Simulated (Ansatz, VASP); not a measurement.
WS2 in VASP and in Ansatz

```
CELL_PARAMETERS angstrom
3.02540 0.00000 0.00000
-1.51270 2.62007 0.00000
0.00000 0.00000 11.92152
ATOMIC_POSITIONS crystal
W 0.33333 0.66667 0.25000
W 0.66667 0.33333 0.75000
S 0.33333 0.66667 0.61548
S 0.66667 0.33333 0.11548
S 0.33333 0.66667 0.88452
S 0.66667 0.33333 0.38452
```

Change from the starting cell: hydrostatic strain -4.6%.

Alike in both runs: task single point; functional PBE; k mesh 12 × 12 × 2; occupations fermi-dirac, width 0.02 eV; no spin polarisation.

|  | VASP | Ansatz |
| --- | --- | --- |
| version | VASP 6.6.1 | Ansatz 0.2.0 |
| potentials or method | VASP PAW PBE potentials, release 64 (W_sv, S) | plane waves, PAW |
| plane-wave cutoff (eV) | 520 | 420 |
| valence electrons in the cell | 52 | 52 |

|  | VASP | Ansatz | Ansatz less VASP |
| --- | --- | --- | --- |
| gap on the k mesh at the Fermi level (eV) | 0.79 | 0.77 | -0.020 |
| pressure (GPa) | 18.2 | 18.2 | 0.00 |
| traceless stress, the component that is largest in VASP (GPa) | -6.99 | -6.97 | +0.013 |
| rms of the force components (eV/Å) | 0.137 | 0.137 | -0.0008 |

Atom by atom the forces differ by 0.001 eV/Å (rms over components).

Neither program's run includes spin-orbit coupling.
